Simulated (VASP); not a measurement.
# In2Ga2AsP3: single point with PBEsol

Crystal: In2Ga2AsP3.

```xyz
8
Lattice="4.0187 -4.0343 0.0000 4.0187 4.0343 0.0000 0.0000 0.0000 5.7441" Properties=species:S:1:pos:R:3 pbc="T T T"
In   -0.0290    0.0000    2.8458
In    4.0477    0.0000    2.8458
Ga    2.0093    2.0567    0.0214
Ga    2.0093   -2.0567    0.0214
As    2.0093    0.0000    4.4319
P     6.0280    0.0000    4.4288
P     4.0187   -2.0172    1.3185
P     4.0187    2.0172    1.3185
```

* Program: VASP 6.6.1
* Task: single point
* Functional: PBEsol
* Potentials or basis: VASP PAW PBE potentials, release 64 (In_d, Ga_d, As, P)
* Cutoff: 520 eV
* k mesh: 6 × 6 × 6
* Occupations: gaussian, width 0.1 eV
* Spin: no spin polarisation
* Dipole correction: no
* Further INCAR settings: ALGO = Normal; EDIFF = 1e-06; NBANDS = 46

| Property | Result |
| --- | --- |
| Pressure | 0.0 GPa |
| Largest force | 0.016 eV/Å |
| Band gap on the k mesh | 0.58 eV |

Forces on the atoms (eV/Å):
```
In  -0.007  0.000 -0.005
In   0.007  0.000 -0.005
Ga   0.000  0.009  0.013
Ga   0.000 -0.009  0.013
As   0.000  0.000 -0.006
P    0.000  0.000 -0.003
P    0.000  0.000 -0.004
P    0.000  0.000 -0.004
```

Levels at points of the mesh, in eV from the valence-band top:
```tsv
k point	band 34	band 35	band 36	band 37	band 38	band 39
(0.00, 0.00, 0.00)	-0.24	-0.08	0.00	0.58	1.22	1.54
(0.50, 0.00, 0.00)	-1.73	-1.50	-1.48	2.00	2.14	2.98
(0.50, 0.50, 0.00)	-1.44	-1.04	-0.76	2.16	2.32	3.25
(0.00, 0.00, 0.50)	-1.96	-1.38	-1.18	1.86	2.02	3.00
(0.50, 0.00, 0.50)	-1.38	-1.01	-0.99	2.63	2.65	2.78
(0.50, 0.50, 0.50)	-0.97	-0.95	-0.62	0.90	0.94	1.42
```

Wall time 4.4 min on 1 thread of Intel(R) Xeon(R) 6975P-C (Granite Rapids) (shared host), peak memory 0.54 GiB.

Caveat: semilocal functionals underestimate gaps, and a narrow one can read as zero; the PAW data sets were made with another functional, which shifts forces and pressure a little; spin-orbit coupling is left out, which moves the levels of the heavy elements. A k mesh can miss the band edges.
